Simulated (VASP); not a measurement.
Crystal: Cd5B3ClO9.

```xyz
18
Lattice="4.0860 -8.0305 0.0000 4.0860 8.0305 0.0000 -0.5611 0.0000 3.4285" Properties=species:S:1:pos:R:3 pbc="T T T"
Cd    6.7289   -2.0570    1.9418
Cd    6.7289    2.0570    1.9418
Cd    3.4695    2.8236    3.1279
Cd    3.4695   -2.8236    3.1279
Cd    2.1728    0.0000    1.0632
B     4.5290    0.0000    3.3386
B     5.2902   -4.8439    1.1554
B     5.2902    4.8439    1.1554
Cl    0.0026    0.0000    2.4398
O     5.7078   -1.2243    0.0667
O     5.7078    1.2243    0.0667
O     3.1884    0.0000    2.9977
O     2.3274    2.3561    1.1883
O     2.3274   -2.3561    1.1883
O     4.1486    5.1345    0.4295
O     4.1486   -5.1345    0.4295
O     5.2681   -3.6831    1.9035
O     5.2681    3.6831    1.9035
```

Base run:

* Program: VASP 6.6.1
* Functional: PBE
* Potentials or basis: VASP PAW PBE potentials, release 64 (Cd, B, Cl, O)
* Cutoff: 520 eV
* k mesh: 4 × 4 × 7
* Occupations: fermi-dirac, width 0.02 eV
* Spin: no spin polarisation

Its results: band gap on the k mesh 1.97 eV, indirect (least direct gap 2.03 eV); pressure 6.0 GPa; largest force 0.066 eV/Å.

Task: The run is repeated on the same cell with these changes: functional from PBE to r2SCAN; further incar settings from LREAL = Auto; ALGO = Normal; EDIFF = 1e-07; NBANDS = 80 to LREAL = Auto; ALGO = Normal; EDIFF = 1e-08; NBANDS = 80. What comes out?

Result: Band gap on the k mesh 2.48 eV, indirect (least direct gap 2.55 eV); pressure 1.7 GPa; largest force 0.215 eV/Å.

Caveats: the PAW data sets were made with another functional, which shifts forces and pressure a little (some runs).

A k mesh can miss the band edges.
